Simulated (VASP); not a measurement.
# Ge (Fd-3m) in VASP: further runs, part 2 of 2

VASP 6.6.1. The steps go on from the part before.

**4. Electric field gradients, PBEsol**

This run uses another cell than the first one, of 22.64 Å³/atom, 0.943 times its volume.

File INCAR:

```
ALGO = Normal ; EDIFF = 1E-8
ENCUT = 520 ; GGA = PS
ISIF = 2 ; ISMEAR = -1
LASPH = True ; LCHARG = False
LEFG = True ; LREAL = False
LWAVE = False ; NBANDS = 21
NELM = 80 ; PREC = Accurate
SIGMA = 0.05
```

File KPOINTS:

```
k-points
0
Gamma
  10 10 10
```

File POSCAR:

```
Ge
1.0
    0.0000000000      2.8287700000      2.8287700000
    2.8287700000      0.0000000000      2.8287700000
    2.8287700000      2.8287700000      0.0000000000
Ge
2
Direct
    0.5000000000      0.5000000000      0.5000000000
    0.7500000000      0.7500000000      0.7500000000
```

Potentials or basis: VASP PAW PBE potentials, release 64 (Ge_d).

Launch:

```
> cat potpaw_PBE.64/Ge_d/POTCAR > POTCAR
> mpirun -np 1 vasp_std > vasp.out
```

OUTCAR:

```text
EDIFF = 1E-8
   ENCUT = 520
   GGA = PS
   ISIF = 2
   ISMEAR = -1
   LASPH = True
   LREAL = False
   NELM = 80
   PREC = Accurate

 ion  position               nearest neighbor table
   1  0.500  0.500  0.500-   2 2.45   2 2.45   2 2.45   2 2.45
   2  0.750  0.750  0.750-   1 2.45   1 2.45   1 2.45   1 2.45

  LATTYP: Found a face centered cubic cell.
 ALAT       =     5.6575400000

  Lattice vectors:

 A1 = (   0.0000000000,   2.8287700000,   2.8287700000)
 A2 = (   2.8287700000,   0.0000000000,   2.8287700000)
 A3 = (   2.8287700000,   2.8287700000,   0.0000000000)

Analysis of symmetry for initial positions (statically):
=====================================================================
 Subroutine PRICEL returns:
 Original cell was already a primitive cell.

 Routine SETGRP: Setting up the symmetry group for a
 face centered cubic supercell.

 Subroutine GETGRP returns: Found 48 space group operations
 (whereof 24 operations were pure point group operations)
 out of a pool of 48 trial point group operations.

The static configuration has the point symmetry T_d .
 The point group associated with its full space group is O_h .

Analysis of symmetry for dynamics (positions and initial velocities):
=====================================================================
 Subroutine PRICEL returns:
 Original cell was already a primitive cell.

 Routine SETGRP: Setting up the symmetry group for a
 face centered cubic supercell.

 Subroutine GETGRP returns: Found 48 space group operations
 (whereof 24 operations were pure point group operations)
 out of a pool of 48 trial point group operations.

The dynamic configuration has the point symmetry T_d .
[... 151 lines left out ...]
 cond. band min:       4.9861060080   @ k =   0.5000   0.0000   0.0000
 fundamental gap:      0.1230855123
 Fermi energy:         4.8862341031

 k-point     1 :       0.0000    0.0000    0.0000
  band No.  band energies     occupation
      1     -19.9002      2.00000
      2     -19.9002      2.00000
      3     -19.9002      2.00000
      4     -19.8636      2.00000
      5     -19.8636      2.00000
      6     -19.6514      2.00000
[... 565 lines left out ...]
     20      16.4011      0.00000
     21      16.6125      0.00000

 [... further k-points ...]
[... 5 lines left out ...]
  --------------------------------------------------------------------------------------
  -------------------------------------------------------------------------------------
  Total        0.1626172      0.1626172      0.1626172      0.0000000      0.0000000      0.0000000
  in kB        5.7551183      5.7551183      5.7551183      0.0000000      0.0000000      0.0000000
  external PRESSURE =       5.7551183 kB  Pullay stress =       0.0000000 kB

 VOLUME and BASIS-vectors are now :
 -----------------------------------------------------------------------------
  energy-cutoff  :      520.00
  volume of cell :       45.27
      direct lattice vectors                 reciprocal lattice vectors
     0.000000000  2.828770000  2.828770000    -0.176755268  0.176755268  0.176755268
     2.828770000  0.000000000  2.828770000     0.176755268 -0.176755268  0.176755268
     2.828770000  2.828770000  0.000000000     0.176755268  0.176755268 -0.176755268

 POSITION                                       TOTAL-FORCE (eV/Angst)
 -----------------------------------------------------------------------------------
      2.82877      2.82877      2.82877        -0.000000     -0.000000      0.000000
      4.24315      4.24315      4.24315         0.000000      0.000000     -0.000000
 -----------------------------------------------------------------------------------
    total drift:                                0.000000     -0.000000     -0.000000

  FREE ENERGIE OF THE ION-ELECTRON SYSTEM (eV)
  ---------------------------------------------------
  free  energy   TOTEN  =        -9.8707680478 eV

  energy  without entropy=       -9.8701627559  energy(sigma->0) =       -9.87046540

 Electric field gradients (V/A^2)
---------------------------------------------------------------------
 ion       V_xx      V_yy      V_zz      V_xy      V_xz      V_yz
---------------------------------------------------------------------
   1      -0.000    -0.000    -0.000     0.004     0.004     0.004
   2      -0.000    -0.000    -0.000     0.004     0.004     0.004
---------------------------------------------------------------------

 Electric field gradients after diagonalization (V/A^2)
 (convention: |V_zz| > |V_xx| > |V_yy|)
----------------------------------------------------------------------
 ion       V_xx      V_yy      V_zz     asymmetry (V_yy - V_xx)/ V_zz
----------------------------------------------------------------------
   1      -0.004    -0.004     0.007       0.000
   2      -0.004    -0.004     0.007       0.000
----------------------------------------------------------------------

           NMR quadrupolar parameters

 Cq : quadrupolar parameter    Cq=e*Q*V_zz/h
 eta: asymmetry parameters     (V_yy - V_xx)/ V_zz
 Q  : nuclear electric quadrupole moment in mb (millibarn)
----------------------------------------------------------------------
 ion       Cq(MHz)       eta       Q (mb)
----------------------------------------------------------------------
   1       0.000       0.000       1.000
   2       0.000       0.000       1.000
----------------------------------------------------------------------
```

OSZICAR:

```text
N       E                     dE             d eps       ncg     rms          rms(c)
DAV:   1     0.197398618591E+03    0.19740E+03   -0.14551E+04  2173   0.363E+03
DAV:   2     0.192264171932E+02   -0.17817E+03   -0.17253E+03  1989   0.642E+02
DAV:   3    -0.905017963855E+01   -0.28277E+02   -0.28083E+02  2219   0.146E+02
DAV:   4    -0.100076374107E+02   -0.95746E+00   -0.95694E+00  2239   0.317E+01
DAV:   5    -0.100232727725E+02   -0.15635E-01   -0.15635E-01  2247   0.453E+00    0.326E+00
DAV:   6    -0.991930688859E+01    0.10397E+00   -0.36058E-02  2649   0.227E+00    0.186E+00
DAV:   7    -0.986963639361E+01    0.49670E-01   -0.58892E-02  2125   0.242E+00    0.158E-01
DAV:   8    -0.987065738089E+01   -0.10210E-02   -0.68906E-03  2270   0.115E+00    0.501E-02
DAV:   9    -0.987075146774E+01   -0.94087E-04   -0.24247E-04  2373   0.228E-01    0.117E-02
DAV:  10    -0.987076748276E+01   -0.16015E-04   -0.21220E-05  2219   0.367E-02    0.549E-03
DAV:  11    -0.987076842709E+01   -0.94433E-06   -0.48917E-06  2695   0.351E-02    0.149E-03
DAV:  12    -0.987076809505E+01    0.33204E-06   -0.84397E-07  2655   0.173E-02    0.304E-04
DAV:  13    -0.987076805904E+01    0.36010E-07   -0.22943E-08  2027   0.143E-03    0.105E-04
DAV:  14    -0.987076804500E+01    0.14044E-07   -0.24416E-09  1277   0.853E-04    0.276E-05
DAV:  15    -0.987076804776E+01   -0.27685E-08   -0.46468E-10  1087   0.290E-04
   1 F= -.98707680E+01 E0= -.98704654E+01  d E =-.605292E-03
```

Wall time 21 s (1 thread of Intel Xeon 6975P-C (Granite Rapids), shared host); peak memory 0.18 GiB.

Results:

* Free energy: -9.8708 eV
* Pressure: 0.6 GPa
* Band gap on the k mesh: zero (filled and empty bands touch)

Caveat: without QUAD_EFG the Cq values of the log hold for a quadrupole moment of 1 mb, not for the nuclei; the PAW data sets were made with another functional, which shifts forces and pressure a little.

**5. Electric field gradients, PBE**

This run uses another cell than the first one, of 22.64 Å³/atom, 0.943 times its volume.

File INCAR:

```
PREC = Accurate ; ENCUT = 520
EDIFF = 1E-8 ; ISMEAR = -1
SIGMA = 0.05 ; LREAL = False
LASPH = True ; NELM = 80
ALGO = Normal ; ISIF = 2
LWAVE = False ; LCHARG = False
GGA = PE ; LEFG = True
NBANDS = 21
```

File KPOINTS:

```
Automatic mesh
0
Gamma
  10 10 10
```

POSCAR is that of step 4.

Potentials or basis: VASP PAW PBE potentials, release 64 (Ge_d).

Launch:

```
> cat potpaw_PBE.64/Ge_d/POTCAR > POTCAR
> mpirun -np 1 vasp_std > vasp.out
```

OUTCAR:

```text
PREC = Accurate
   ENCUT = 520
   EDIFF = 1E-8
   ISMEAR = -1
   LREAL = False
   LASPH = True
   NELM = 80
   ISIF = 2
   GGA = PE

 ion  position               nearest neighbor table
   1  0.500  0.500  0.500-   2 2.45   2 2.45   2 2.45   2 2.45
   2  0.750  0.750  0.750-   1 2.45   1 2.45   1 2.45   1 2.45

  LATTYP: Found a face centered cubic cell.
 ALAT       =     5.6575400000

  Lattice vectors:

 A1 = (   0.0000000000,   2.8287700000,   2.8287700000)
 A2 = (   2.8287700000,   0.0000000000,   2.8287700000)
 A3 = (   2.8287700000,   2.8287700000,   0.0000000000)

Analysis of symmetry for initial positions (statically):
=====================================================================
 Subroutine PRICEL returns:
 Original cell was already a primitive cell.

 Routine SETGRP: Setting up the symmetry group for a
 face centered cubic supercell.

 Subroutine GETGRP returns: Found 48 space group operations
[... 765 lines left out ...]
  volume of cell :       45.27
      direct lattice vectors                 reciprocal lattice vectors
     0.000000000  2.828770000  2.828770000    -0.176755268  0.176755268  0.176755268
     2.828770000  0.000000000  2.828770000     0.176755268 -0.176755268  0.176755268
     2.828770000  2.828770000  0.000000000     0.176755268  0.176755268 -0.176755268

 POSITION                                       TOTAL-FORCE (eV/Angst)
 -----------------------------------------------------------------------------------
      2.82877      2.82877      2.82877        -0.000000     -0.000000     -0.000000
      4.24315      4.24315      4.24315         0.000000      0.000000      0.000000
 -----------------------------------------------------------------------------------
    total drift:                                0.000000     -0.000000     -0.000000

  FREE ENERGIE OF THE ION-ELECTRON SYSTEM (eV)
  ---------------------------------------------------
  free  energy   TOTEN  =        -9.0066760816 eV

  energy  without entropy=       -9.0062201952  energy(sigma->0) =       -9.00644814

 Electric field gradients (V/A^2)
---------------------------------------------------------------------
 ion       V_xx      V_yy      V_zz      V_xy      V_xz      V_yz
---------------------------------------------------------------------
   1       0.000     0.000     0.000     0.004     0.004     0.004
   2       0.000     0.000     0.000     0.004     0.004     0.004
---------------------------------------------------------------------

 Electric field gradients after diagonalization (V/A^2)
 (convention: |V_zz| > |V_xx| > |V_yy|)
----------------------------------------------------------------------
 ion       V_xx      V_yy      V_zz     asymmetry (V_yy - V_xx)/ V_zz
----------------------------------------------------------------------
   1      -0.004    -0.004     0.007       0.000
   2      -0.004    -0.004     0.007       0.000
----------------------------------------------------------------------

           NMR quadrupolar parameters

 Cq : quadrupolar parameter    Cq=e*Q*V_zz/h
 eta: asymmetry parameters     (V_yy - V_xx)/ V_zz
 Q  : nuclear electric quadrupole moment in mb (millibarn)
----------------------------------------------------------------------
 ion       Cq(MHz)       eta       Q (mb)
----------------------------------------------------------------------
   1       0.000       0.000       1.000
   2       0.000       0.000       1.000
----------------------------------------------------------------------
```

Run time: 20 s. Hardware: 1 thread of Intel Xeon 6975P-C (Granite Rapids), shared host; peak memory 0.17 GiB.

Results:

| Property | Result |
| --- | --- |
| Free energy | -9.0067 eV |
| Pressure | 3.6 GPa |

Levels at points of the mesh, in eV from the Fermi level:
```
           k point  band 10  band 11  band 12  band 13  band 14  band 15  band 16  band 17  band 18  band 19
(0.00, 0.00, 0.00)   -24.60   -12.82    -0.05    -0.05    -0.05    -0.01     2.51     2.51     2.51     6.38
(0.50, 0.00, 0.00)   -24.58   -10.73    -7.65    -1.45    -1.45     0.14     3.70     3.70     7.08    10.52
(0.50, 0.50, 0.00)   -24.56    -8.94    -8.94    -3.12    -3.12     0.71     0.71     9.47     9.47    11.56
```

Caveat: without QUAD_EFG the Cq values of the log hold for a quadrupole moment of 1 mb, not for the nuclei.

**6. Electric field gradients, LDA (functional lda, volume scaled by 1.04)**

File INCAR:

```
SYSTEM = Ge
ALGO = Normal
EDIFF = 1E-8
ENCUT = 520
GGA = CA
ISIF = 2
ISMEAR = -1
LASPH = .TRUE.
LCHARG = .FALSE.
LEFG = .TRUE.
LREAL = .FALSE.
LWAVE = .FALSE.
NBANDS = 21
NELM = 100
PREC = Accurate
SIGMA = 0.05
```

File KPOINTS:

```
k-points
0
G
  10 10 10
  0 0 0
```

File POSCAR:

```
Ge
1.0
    0.0000000000      2.8659949267      2.8659949267
    2.8659949267      0.0000000000      2.8659949267
    2.8659949267      2.8659949267      0.0000000000
Ge
2
Direct
    0.5000000000      0.5000000000      0.5000000000
    0.7500000000      0.7500000000      0.7500000000
```

Potentials or basis: VASP PAW LDA potentials, release 64 (Ge_d).

Launch:

```
> cat potpaw_LDA.64/Ge_d/POTCAR > POTCAR
> mpirun -np 1 vasp_std > vasp.out
```

OUTCAR:

```text
SYSTEM = Ge
   EDIFF = 1E-8
   ENCUT = 520
   GGA = CA
   ISIF = 2
   ISMEAR = -1
   LASPH = .TRUE.
   LREAL = .FALSE.
   NELM = 100
   PREC = Accurate

 ion  position               nearest neighbor table
   1  0.500  0.500  0.500-   2 2.48   2 2.48   2 2.48   2 2.48
   2  0.750  0.750  0.750-   1 2.48   1 2.48   1 2.48   1 2.48

  LATTYP: Found a face centered cubic cell.
 ALAT       =     5.7319898534

  Lattice vectors:

 A1 = (   0.0000000000,   2.8659949267,   2.8659949267)
 A2 = (   2.8659949267,   0.0000000000,   2.8659949267)
 A3 = (   2.8659949267,   2.8659949267,   0.0000000000)

Analysis of symmetry for initial positions (statically):
=====================================================================
 Subroutine PRICEL returns:
 Original cell was already a primitive cell.

 Routine SETGRP: Setting up the symmetry group for a
 face centered cubic supercell.

 Subroutine GETGRP returns: Found 48 space group operations
 (whereof 24 operations were pure point group operations)
 out of a pool of 48 trial point group operations.

The static configuration has the point symmetry T_d .
 The point group associated with its full space group is O_h .

Analysis of symmetry for dynamics (positions and initial velocities):
=====================================================================
 Subroutine PRICEL returns:
 Original cell was already a primitive cell.

 Routine SETGRP: Setting up the symmetry group for a
 face centered cubic supercell.

 Subroutine GETGRP returns: Found 48 space group operations
 (whereof 24 operations were pure point group operations)
 out of a pool of 48 trial point group operations.

The dynamic configuration has the point symmetry T_d .
[... 149 lines left out ...]
 val. band max:        4.1315186397   @ k =   0.1000   0.0000   0.0000
 cond. band min:       4.2995715038   @ k =   0.5000   0.0000   0.0000
 fundamental gap:      0.1680528641
 Fermi energy:         4.2816288184

 k-point     1 :       0.0000    0.0000    0.0000
  band No.  band energies     occupation
      1     -20.5380      2.00000
      2     -20.5380      2.00000
      3     -20.5380      2.00000
      4     -20.5042      2.00000
      5     -20.5042      2.00000
      6     -20.3139      2.00000
[... 565 lines left out ...]
     20      15.5703      0.00000
     21      15.9730      0.00000

 [... further k-points ...]
[... 5 lines left out ...]
  --------------------------------------------------------------------------------------
  -------------------------------------------------------------------------------------
  Total       -1.0394648     -1.0394648     -1.0394648      0.0000000      0.0000000     -0.0000000
  in kB      -35.3723678    -35.3723678    -35.3723678      0.0000000      0.0000000     -0.0000000
  external PRESSURE =     -35.3723678 kB  Pullay stress =       0.0000000 kB

 VOLUME and BASIS-vectors are now :
 -----------------------------------------------------------------------------
  energy-cutoff  :      520.00
  volume of cell :       47.08
      direct lattice vectors                 reciprocal lattice vectors
     0.000000000  2.865994927  2.865994927    -0.174459485  0.174459485  0.174459485
     2.865994927  0.000000000  2.865994927     0.174459485 -0.174459485  0.174459485
     2.865994927  2.865994927  0.000000000     0.174459485  0.174459485 -0.174459485

 POSITION                                       TOTAL-FORCE (eV/Angst)
 -----------------------------------------------------------------------------------
      2.86599      2.86599      2.86599        -0.000000     -0.000000     -0.000000
      4.29899      4.29899      4.29899         0.000000      0.000000      0.000000
 -----------------------------------------------------------------------------------
    total drift:                                0.000000     -0.000000      0.000000

  FREE ENERGIE OF THE ION-ELECTRON SYSTEM (eV)
  ---------------------------------------------------
  free  energy   TOTEN  =       -10.3595700789 eV

  energy  without entropy=      -10.3583504846  energy(sigma->0) =      -10.35896028

 Electric field gradients (V/A^2)
---------------------------------------------------------------------
 ion       V_xx      V_yy      V_zz      V_xy      V_xz      V_yz
---------------------------------------------------------------------
   1      -0.000    -0.000     0.000     0.005     0.005     0.005
   2      -0.000    -0.000     0.000     0.005     0.005     0.005
---------------------------------------------------------------------

 Electric field gradients after diagonalization (V/A^2)
 (convention: |V_zz| > |V_xx| > |V_yy|)
----------------------------------------------------------------------
 ion       V_xx      V_yy      V_zz     asymmetry (V_yy - V_xx)/ V_zz
----------------------------------------------------------------------
   1      -0.005    -0.005     0.009       0.000
   2      -0.005    -0.005     0.009       0.000
----------------------------------------------------------------------

           NMR quadrupolar parameters

 Cq : quadrupolar parameter    Cq=e*Q*V_zz/h
 eta: asymmetry parameters     (V_yy - V_xx)/ V_zz
 Q  : nuclear electric quadrupole moment in mb (millibarn)
----------------------------------------------------------------------
 ion       Cq(MHz)       eta       Q (mb)
----------------------------------------------------------------------
   1       0.000       0.000       1.000
   2       0.000       0.000       1.000
----------------------------------------------------------------------
```

Run time: 16 s. Hardware: 1 thread of Intel Xeon 6975P-C (Granite Rapids), shared host; peak memory 0.16 GiB.

What came out:

- Free energy: -10.3596 eV
- Pressure: -3.5 GPa
- Band gap on the k mesh: zero (band 14 reaches 4.35 eV, above the bottom of band 15 at 4.30 eV)

Caveat: the cell differs from its parent crystal (functional lda, volume scaled by 1.04); without QUAD_EFG the Cq values of the log hold for a quadrupole moment of 1 mb, not for the nuclei.

**7. The runs side by side**

| level | potentials or basis | cell | gap on the mesh (eV) | pressure (GPa) |
| --- | --- | --- | --- | --- |
| PBE | VASP PAW PBE potentials, release 64 (Ge_d) | a = 4.079 Å, angles 60.0°, 2 atoms | none | -0.3 |
| LDA | VASP PAW LDA potentials, release 64 (Ge_d) | a = 4.000 Å, angles 60.0°, 2 atoms | none | -1.2 |
| PBEsol | VASP PAW PBE potentials, release 64 (Ge_d) | a = 4.000 Å, angles 60.0°, 2 atoms | none | 0.6 |
| PBE | VASP PAW PBE potentials, release 64 (Ge_d) | a = 4.000 Å, angles 60.0°, 2 atoms | - | 3.6 |
| LDA | VASP PAW LDA potentials, release 64 (Ge_d) | a = 4.053 Å, angles 60.0°, 2 atoms | none | -3.5 |

Alike in all rows: task electric field gradients; no spin polarisation; k mesh 10 × 10 × 10; cutoff (eV) 520; smearing fermi-dirac 0.05 eV.

Caveats: the PAW data sets were made with another functional, which shifts forces and pressure a little (some runs).

Absolute energies hang on the potentials; compare differences alone.

**8. Comparison with measurements**

Step 3. Against the measured gap of Ge, 0.807 eV (direct; 300 K; “Electronic and optical properties of SixGe1-x-ySny alloys lattice-matched to Ge”, 2021, arxiv:2109.02782), the calculated 0.00 eV is off by -0.81 eV. 3 values of this kind are on record (0.666 to 0.807 eV); this one was drawn at random among those near their median. Spin-orbit coupling on Ge is left out. The value is that of LDA on a finite k mesh, which can miss the band edges, without temperature or zero-point motion. Semilocal functionals fall short of measured gaps as a rule.

Step 4. A measured gap of Ge is 0.807 eV (direct; 300 K; “Electronic and optical properties of SixGe1-x-ySny alloys lattice-matched to Ge”, 2021, arxiv:2109.02782); the calculated 0.00 eV misses it by -0.81 eV. 3 values of this kind are on record (0.666 to 0.807 eV); this one was drawn at random among those near their median. Spin-orbit coupling on Ge is left out. The value is that of PBEsol on a finite k mesh, which can miss the band edges, without temperature or zero-point motion. Semilocal functionals fall short of measured gaps as a rule.
